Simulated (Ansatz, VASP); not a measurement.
# SbC: VASP beside Ansatz

Contents of INCAR:

```
  PREC = Accurate
  ENCUT = 600
  EDIFF = 1E-7
  ISMEAR = 0
  SIGMA = 0.1
  LREAL = False
  LASPH = True
  NELM = 80
  ALGO = Normal
  ISIF = 3
  LWAVE = False
  LCHARG = False
  GGA = PE
  IBRION = 2
  NSW = 100
  EDIFFG = -0.01
```

File KPOINTS:

```
regular mesh
0
Gamma
  20 20 20
```

Contents of POSCAR:

```
SbC
1.0
    0.0000000000      2.4476351767      2.4476351767
    2.4476351767      0.0000000000      2.4476351767
    2.4476351767      2.4476351767      0.0000000000
Sb C
1 1
Direct
    0.0000000000      0.0000000000      0.0000000000
    0.5000000000      0.5000000000      0.5000000000
```

Input for Ansatz:

```yaml
crystal:
  lattice:
    - [0.0, 2.4476351767, 2.4476351767]
    - [2.4476351767, 0.0, 2.4476351767]
    - [2.4476351767, 2.4476351767, 0.0]
  atoms:
    - { symbol: Sb, position: [0.0, 0.0, 0.0] }
    - { symbol: C, position: [0.5, 0.5, 0.5] }
basis:
  ecutwfc: 420
kpoints:
  mp_grid: { grid: [20, 20, 20] }
hamiltonian:
  xc: pbe
scf:
  occupations: { method: gaussian, width: 0.1 }
output:
  forces: true
  stress: true
  eigenvalues: true
  write_density: true
  write_potential: true
  elf: true
  volumetric_format: npy
relax:
  adjacent_minimum: "off"
  f_tol: 0.01
  max_steps: 80
  cell: { stress_tol: 0.05 }
```

Alike in both runs: task relaxation of cell and atoms; functional PBE; k mesh 20 × 20 × 20; occupations gaussian, width 0.1 eV; no spin polarisation.

|  | VASP | Ansatz |
| --- | --- | --- |
| version | VASP 6.6.1 | Ansatz 0.2.0 |
| potentials or method | VASP PAW PBE potentials, release 64 (Sb, C), cutoff 600 eV | scalar-relativistic, plane waves, PAW |
| valence electrons in the cell | 9 | 19 |

|  | VASP | Ansatz | Ansatz less VASP |
| --- | --- | --- | --- |
| gap on the k mesh at the Fermi level, each at its own relaxed structure (eV) | none | none | - |
| relaxed volume (Å³/atom) | 14.61 | 14.66 | +0.044 |
| relaxed length of the cell vector where the two differ most in proportion (Å) | 3.457 | 3.461 | +0.0035 |

A gap of «none» marks a metal or a gap that the smearing closes. VASP's potentials hold 9 valence electrons a cell and Ansatz's 19, so a difference there can come from the potentials and not from the codes.

Neither program's run includes spin-orbit coupling.
